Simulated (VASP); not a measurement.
Input of a VASP 6.6.1 run:

File INCAR:

```
ALGO = Normal
EDIFF = 1E-6
ENCUT = 520
GGA = PE
ISIF = 2
ISMEAR = -1
LASPH = T
LCHARG = F
LREAL = F
LWAVE = F
NBANDS = 8
NELM = 80
PREC = Accurate
SIGMA = 0.06122561905347299
```

The input KPOINTS:

```
k-points
0
Gamma
  43 43 43
```

Contents of POSCAR:

```
Li
1.0
    0.0000000000      2.1763699442      2.1763699442
    2.1763699442      0.0000000000      2.1763699442
    2.1763699442      2.1763699442      0.0000000000
Li
1
Direct
    0.0000000000      0.0000000000      0.0000000000
```

Potentials or basis: VASP PAW PBE potentials, release 64 (Li_sv).

Launch:

```sh
$ cat potpaw_PBE.64/Li_sv/POTCAR > POTCAR
$ mpirun -np 1 vasp_std > vasp.out
```

**Question.** Estimate the band gap on the k mesh.

**Answer.** Zero (an odd number of electrons rules out a gap without spin polarisation).
